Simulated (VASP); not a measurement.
LiMg: single point with LDA

The system is LiMg.

```
CELL_PARAMETERS angstrom
3.10850 0.00000 0.00000
-1.55425 2.69204 0.00000
0.00000 0.00000 5.02547
ATOMIC_POSITIONS crystal
Li 0.00000 0.00000 0.00000
Mg 0.66667 0.33333 0.50000
```

```
Program                : VASP 6.6.1
Task                   : single point
Functional             : LDA
Potentials or basis    : VASP PAW LDA potentials, release 64 (Li_sv, Mg)
Cutoff                 : 750 eV
k mesh                 : 6 × 6 × 4
Occupations            : gaussian, width 0.1 eV
Spin                   : no spin polarisation
Dipole correction      : no
Further INCAR settings : ALGO = Normal; EDIFF = 1e-06; NBANDS = 10
```

```json
{
 "Pressure": "-1.7 GPa"
}
```

Stress tensor (GPa, compression positive):
```
-2.55  0.00  0.00
 0.00 -2.55  0.00
 0.00  0.00  0.07
```

Levels at points of the mesh, in eV from the Fermi level:
```
           k point  band 1  band 2  band 3  band 4  band 5  band 6  band 7  band 8
(0.00, 0.00, 0.00)  -45.50   -5.81   -0.88    1.14   11.35   11.35   13.14   13.14
(0.50, 0.00, 0.00)  -45.48   -1.33   -0.79    3.53    4.29    4.55    6.42    7.66
(0.00, 0.00, 0.50)  -45.50   -5.34   -2.99    5.86    7.55   12.37   12.37   12.84
(0.50, 0.00, 0.50)  -45.48   -0.73    0.18    0.20    2.47    8.79    9.20    9.22
```

Wall time 22 s on 1 thread of Intel Xeon 8259CL, on a shared host, peak memory 0.16 GiB.

Caveat: the k points lie up to 0.39 Å⁻¹ apart.
